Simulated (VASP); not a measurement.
# TiSi16 (a cell with a defect) in VASP: notebook, part 2 of 2

VASP 6.6.1.

## 3. Single point, PBE

Contents of INCAR:

```
ALGO = Normal
EDIFF = 1E-7
ENCUT = 520
GGA = PE
ISIF = 2
ISMEAR = -1
LASPH = T
LCHARG = F
LREAL = Auto
LWAVE = F
NBANDS = 52
NELM = 80
PREC = Accurate
SIGMA = 0.02
```

Contents of KPOINTS:

```
k-points
0
Gamma
  2 2 2
```

Contents of POSCAR:

```
TiSi16
1.0
    0.0000000000      5.4300000000      5.4300000000
    5.4300000000      0.0000000000      5.4300000000
    5.4300000000      5.4300000000      0.0000000000
Si Ti
16 1
Direct
    0.0012485779     -0.0007235458     -0.0006489788
    0.1245871426      0.1227680279      0.1230459017
    0.0041240418      0.0027701144      0.4961236954
    0.1246063722      0.1227423590      0.6287926810
    0.0039900464      0.4958993225      0.0031782951
    0.1245791967      0.6286832698      0.1229530892
    0.0039834999      0.4959751649      0.4961597668
    0.1376190614      0.6204078095      0.6206596458
    0.4978975495      0.0023024870      0.0028586763
    0.6306365133      0.1227101445      0.1229360649
    0.4978862735      0.0023826726      0.4960814567
    0.6219863506      0.1366061683      0.6202633977
    0.4978785539      0.4959025449      0.0027505813
    0.6218785169      0.6198805380      0.1372807489
    0.5000765880      0.4992461175      0.5000399839
    0.6218264326      0.6200500122      0.6202405014
    0.7505737828      0.7492603628      0.7497612426
```

Potentials or basis: VASP PAW PBE potentials, release 64 (Si, Ti_sv).

Command:

```sh
> cat potpaw_PBE.64/Si/POTCAR potpaw_PBE.64/Ti_sv/POTCAR > POTCAR
> mpirun -np 1 vasp_std > vasp.out
```

It took 3.2 min on 1 thread of Intel Xeon 6975P-C (Granite Rapids), shared host; peak memory 0.48 GiB.

The run converged. Its results:

* Free energy: -92.2136 eV
* Pressure: 4.0 GPa
* Largest force: 0.006 eV/Å
* Band gap on the k mesh: zero (band 38 reaches 6.96 eV, above the bottom of band 39 at 6.53 eV)

Forces on the atoms (eV/Å):
```
Si  -0.001 -0.002 -0.004
Si  -0.005  0.000  0.002
Si   0.003  0.000  0.000
Si   0.004  0.002  0.004
Si   0.003  0.000  0.000
Si   0.003  0.002  0.003
Si  -0.003  0.000  0.000
Si  -0.004  0.000 -0.001
Si   0.004  0.000 -0.001
Si  -0.004  0.001  0.002
Si   0.004 -0.002 -0.001
Si   0.000 -0.001 -0.001
Si   0.003 -0.001 -0.002
Si   0.001  0.002 -0.002
Si   0.001  0.001  0.005
Si  -0.006 -0.002 -0.003
Ti  -0.005  0.000 -0.001
```

Levels at points of the mesh, in eV from the Fermi level:
| k point | band 33 | band 34 | band 35 | band 36 | band 37 | band 38 | band 39 | band 40 | band 41 | band 42 |
| --- | --- | --- | --- | --- | --- | --- | --- | --- | --- | --- |
| (0.00, 0.00, 0.00) | -1.72 | -0.99 | -0.99 | -0.99 | -0.41 | -0.40 | -0.40 | -0.10 | -0.10 | 0.25 |
| (0.50, 0.00, 0.00) | -1.98 | -1.97 | -1.37 | -1.37 | -0.28 | 0.03 | 0.03 | 0.44 | 0.44 | 0.81 |
| (0.00, 0.50, 0.00) | -1.98 | -1.97 | -1.37 | -1.37 | -0.28 | 0.03 | 0.04 | 0.44 | 0.44 | 0.80 |
| (0.00, 0.00, 0.50) | -1.98 | -1.97 | -1.37 | -1.37 | -0.28 | 0.03 | 0.04 | 0.44 | 0.44 | 0.80 |
| (0.50, 0.50, 0.50) | -1.98 | -1.97 | -1.37 | -1.37 | -0.28 | 0.03 | 0.04 | 0.44 | 0.44 | 0.80 |
| (0.50, 0.50, 0.00) | -2.46 | -2.01 | -2.01 | -1.88 | -0.71 | -0.04 | 0.57 | 0.57 | 1.10 | 1.33 |
| (0.00, 0.50, 0.50) | -2.46 | -2.01 | -2.00 | -1.88 | -0.71 | -0.04 | 0.57 | 0.57 | 1.10 | 1.33 |
| (0.50, 0.00, 0.50) | -2.46 | -2.01 | -2.01 | -1.88 | -0.71 | -0.04 | 0.57 | 0.57 | 1.10 | 1.33 |

Caveat: the k points lie up to 0.50 Å⁻¹ apart.

## 4. Single point, PBE

Contents of INCAR:

```
ALGO = Normal
EDIFF = 1E-6
ENCUT = 520
GGA = PE
ISIF = 2
ISMEAR = -1
LASPH = True
LCHARG = False
LREAL = Auto
LWAVE = False
NBANDS = 52
NELM = 60
PREC = Accurate
SIGMA = 0.02
```

KPOINTS is that of step 3.

Contents of POSCAR:

```
TiSi16
1.0
    0.0000000000      5.4300000000      5.4300000000
    5.4300000000      0.0000000000      5.4300000000
    5.4300000000      5.4300000000      0.0000000000
Si Ti
16 1
Direct
   -0.0125375691      0.0047491713      0.0042186004
    0.1215623389      0.1287824125      0.1283035912
    0.0015341621     -0.0037986188      0.5014941989
    0.1218112339      0.1288992634      0.6217802947
    0.0015512891      0.5019704420     -0.0042564457
    0.1217588398      0.6223636280      0.1283958564
    0.0016259669      0.5020860037      0.5015764273
    0.1251953039      0.6255785451      0.6251402394
    0.5040490792      0.0043671271      0.0040247698
    0.6247453959      0.1255113260      0.1247236648
    0.5042533149      0.0047280847      0.4874382136
    0.6283420810      0.1287695212      0.6215339779
    0.5042579190      0.4881560773      0.0042011971
    0.6284096685      0.6220286372      0.1283579190
    0.4957990792      0.5019624309      0.5015027624
    0.6284503683      0.6223509208      0.6217144567
    0.3749173112      0.8755038674      0.8748869245
```

Command:

```sh
> cat potpaw_PBE.64/Si/POTCAR potpaw_PBE.64/Ti_sv/POTCAR > POTCAR
> mpirun -np 1 vasp_std > vasp.out
```

It took 2.8 min on 1 thread of Intel Xeon 6975P-C (Granite Rapids), shared host; peak memory 0.49 GiB.

The run converged. Its results:

```
Free energy            : -92.2142 eV
Pressure               : 4.0 GPa
Largest force          : 0.012 eV/Å
Band gap on the k mesh : zero (band 38 reaches 6.96 eV, above the bottom of band 39 at 6.53 eV)
```

Forces in eV/Å, atoms in the order of the input:
```
Si   0.003 -0.002 -0.002
Si   0.001  0.000 -0.002
Si  -0.003  0.003 -0.003
Si  -0.002 -0.004 -0.002
Si  -0.004 -0.002  0.004
Si  -0.001  0.000 -0.004
Si   0.003  0.004  0.004
Si  -0.003 -0.002 -0.003
Si   0.003  0.003  0.003
Si  -0.001  0.004 -0.002
Si  -0.002 -0.002  0.004
Si  -0.001  0.000  0.001
Si  -0.001  0.001 -0.001
Si  -0.001  0.002 -0.001
Si   0.004 -0.002 -0.004
Si  -0.004 -0.001 -0.001
Ti   0.008 -0.004  0.008
```

Levels at points of the mesh, in eV from the Fermi level:
```tsv
k point	band 33	band 34	band 35	band 36	band 37	band 38	band 39	band 40	band 41	band 42
(0.00, 0.00, 0.00)	-1.72	-0.99	-0.99	-0.99	-0.41	-0.40	-0.40	-0.10	-0.10	0.24
(0.50, 0.00, 0.00)	-1.98	-1.97	-1.37	-1.37	-0.28	0.03	0.03	0.44	0.44	0.80
(0.00, 0.50, 0.00)	-1.98	-1.97	-1.37	-1.37	-0.28	0.03	0.03	0.44	0.44	0.80
(0.00, 0.00, 0.50)	-1.98	-1.97	-1.37	-1.37	-0.28	0.03	0.03	0.44	0.44	0.80
(0.50, 0.50, 0.50)	-1.98	-1.97	-1.37	-1.37	-0.28	0.03	0.03	0.44	0.44	0.81
(0.50, 0.50, 0.00)	-2.46	-2.00	-2.00	-1.88	-0.71	-0.04	0.57	0.57	1.10	1.33
(0.00, 0.50, 0.50)	-2.46	-2.00	-2.00	-1.88	-0.71	-0.04	0.57	0.57	1.10	1.33
(0.50, 0.00, 0.50)	-2.46	-2.01	-2.00	-1.88	-0.71	-0.04	0.57	0.57	1.10	1.33
```

Caveat: the k points lie up to 0.50 Å⁻¹ apart.

## 5. Single point, PBE

Contents of INCAR:

```
PREC = Accurate ; ENCUT = 520
EDIFF = 1E-6 ; ISMEAR = -1
SIGMA = 0.02 ; LREAL = Auto
LASPH = True ; NELM = 60
ALGO = Normal ; ISIF = 2
LWAVE = False ; LCHARG = False
GGA = PE ; NBANDS = 52
```

Contents of KPOINTS:

```
regular mesh
0
Gamma
  2 2 2
```

Contents of POSCAR:

```
TiSi16
1.0
    0.0000000000      5.4300000000      5.4300000000
    5.4300000000      0.0000000000      5.4300000000
    5.4300000000      5.4300000000      0.0000000000
Si Ti
16 1
Direct
    0.0012486188     -0.0007235727     -0.0006489871
    0.1245871087      0.1227681400      0.1230458564
    0.0041240331      0.0027700737      0.4961236648
    0.1246064457      0.1227423573      0.6287926335
    0.0039900552      0.4958992634      0.0031782689
    0.1245791897      0.6286832413      0.1229530387
    0.0039835175      0.4959752302      0.4961597606
    0.1376190608      0.6204078269      0.6206595764
    0.4978975138      0.0023024862      0.0028586556
    0.6306364641      0.1227101289      0.1229360958
    0.4978862799      0.0023825967      0.4960814917
    0.6219862799      0.1366061694      0.6202634438
    0.4978785451      0.4959024862      0.0027505525
    0.6218785451      0.6198805709      0.1372807551
    0.5000765193      0.4992461326      0.5000400552
    0.6218264273      0.6200500000      0.6202404236
    0.7505737569      0.7492603131      0.7497612339
```

Potentials or basis: VASP PAW PBE potentials, release 64 (Si, Ti_sv).

Command:

```sh
> cat potpaw_PBE.64/Si/POTCAR potpaw_PBE.64/Ti_sv/POTCAR > POTCAR
> mpirun -np 1 vasp_std > vasp.out
```

OUTCAR:

```text
PREC = Accurate
   ENCUT = 520
   EDIFF = 1E-6
   ISMEAR = -1
   LREAL = Auto
   LASPH = True
   NELM = 60
   ISIF = 2
   GGA = PE

 ion  position               nearest neighbor table
   1  0.001  0.999  0.999-   2 2.32   4 2.32   6 2.32  10 2.32
   2  0.125  0.123  0.123-   1 2.32   3 2.34   5 2.34   9 2.34
   3  0.004  0.003  0.496-   2 2.34   4 2.34  12 2.40   8 2.40  17 2.75
   4  0.125  0.123  0.629-   1 2.32   3 2.34   7 2.34  11 2.34
   5  0.004  0.496  0.003-   2 2.34   6 2.34  14 2.40   8 2.40  17 2.75
   6  0.125  0.629  0.123-   1 2.32   5 2.34   7 2.34  13 2.34
   7  0.004  0.496  0.496-   6 2.34   4 2.34  16 2.40   8 2.40  17 2.75
   8  0.138  0.620  0.621-  15 2.27   3 2.40   5 2.40   7 2.40  17 2.43
   9  0.498  0.002  0.003-  10 2.34   2 2.34  14 2.40  12 2.40  17 2.75
  10  0.631  0.123  0.123-   1 2.32  11 2.34  13 2.34   9 2.34
  11  0.498  0.002  0.496-  10 2.34   4 2.34  16 2.40  12 2.40  17 2.75
  12  0.622  0.137  0.620-  15 2.27   3 2.40  11 2.40   9 2.40  17 2.43
  13  0.498  0.496  0.003-  10 2.34   6 2.34  16 2.40  14 2.40  17 2.75
  14  0.622  0.620  0.137-  15 2.27   5 2.40   9 2.40  13 2.40  17 2.43
[... 207 lines left out ...]

 k-point     1 :       0.0000    0.0000    0.0000
  band No.  band energies     occupation
      1     -49.8787      2.00000
      2     -26.2535      2.00000
      3     -26.2519      2.00000
      4     -26.2484      2.00000
      5      -5.7209      2.00000
      6      -3.5134      2.00000
[... 413 lines left out ...]
     49       9.8753      0.00000
     50      10.5380      0.00000
 [bands above 50 left out]

------------------------ aborting loop because EDIFF is reached ----------------------------------------

  FORCE on cell =-STRESS in cart. coord.  units (eV):
  Direction    XX          YY          ZZ          XY          YZ          ZX
  --------------------------------------------------------------------------------------
  -------------------------------------------------------------------------------------
  Total        8.0384507      8.0184230      8.0288638      0.0141293     -0.0127579      0.0047143
  in kB       40.2210544     40.1208440     40.1730853      0.0706972     -0.0638354      0.0235882
  external PRESSURE =      40.1716612 kB  Pullay stress =       0.0000000 kB

 VOLUME and BASIS-vectors are now :
 -----------------------------------------------------------------------------
  energy-cutoff  :      520.00
  volume of cell :      320.21
      direct lattice vectors                 reciprocal lattice vectors
     0.000000000  5.430000000  5.430000000    -0.092081031  0.092081031  0.092081031
     5.430000000  0.000000000  5.430000000     0.092081031 -0.092081031  0.092081031
     5.430000000  5.430000000  0.000000000     0.092081031  0.092081031 -0.092081031

 POSITION                                       TOTAL-FORCE (eV/Angst)
 -----------------------------------------------------------------------------------
     10.85255      5.43326      5.43285        -0.001105     -0.002214     -0.003955
      1.33477      1.34465      1.34314        -0.004766      0.000298      0.002020
      2.70899      2.71634      0.03743         0.003253     -0.000156      0.000064
      4.08084      4.09096      1.34310         0.003754      0.002308      0.003707
      2.70999      0.03892      2.71440         0.002917     -0.000209      0.000168
      4.08139      1.34410      4.09022         0.003319      0.001879      0.002549
[... 9 lines left out ...]
      6.73478      6.74442      6.74339        -0.005517     -0.001792     -0.002662
      8.13969      8.14682      8.14410        -0.005211      0.000235     -0.001197
 -----------------------------------------------------------------------------------
    total drift:                               -0.006703      0.005509      0.003816

  FREE ENERGIE OF THE ION-ELECTRON SYSTEM (eV)
  ---------------------------------------------------
  free  energy   TOTEN  =       -92.2136496223 eV

  energy  without entropy=      -92.1891052668  energy(sigma->0) =      -92.20137744
```

Wall time 3.2 min (1 thread of Intel Xeon 6975P-C (Granite Rapids), shared host); peak memory 0.49 GiB.

Results:

| Quantity | Value |
| --- | --- |
| Free energy | -92.2136 eV |
| Pressure | 4.0 GPa |
| Largest force | 0.006 eV/Å |
| Band gap on the k mesh | zero (band 38 reaches 6.96 eV, above the bottom of band 39 at 6.53 eV) |

Forces in eV/Å, atoms in the order of the input:
```
Si  -0.001 -0.002 -0.004
Si  -0.005  0.000  0.002
Si   0.003  0.000  0.000
Si   0.004  0.002  0.004
Si   0.003  0.000  0.000
Si   0.003  0.002  0.003
Si  -0.003  0.000  0.000
Si  -0.004  0.000 -0.001
Si   0.004  0.000 -0.001
Si  -0.004  0.001  0.002
Si   0.004 -0.002 -0.001
Si   0.000 -0.001 -0.001
Si   0.003 -0.001 -0.002
Si   0.001  0.002 -0.002
Si   0.001  0.001  0.005
Si  -0.006 -0.002 -0.003
Ti  -0.005  0.000 -0.001
```

Caveat: the k points lie up to 0.50 Å⁻¹ apart.
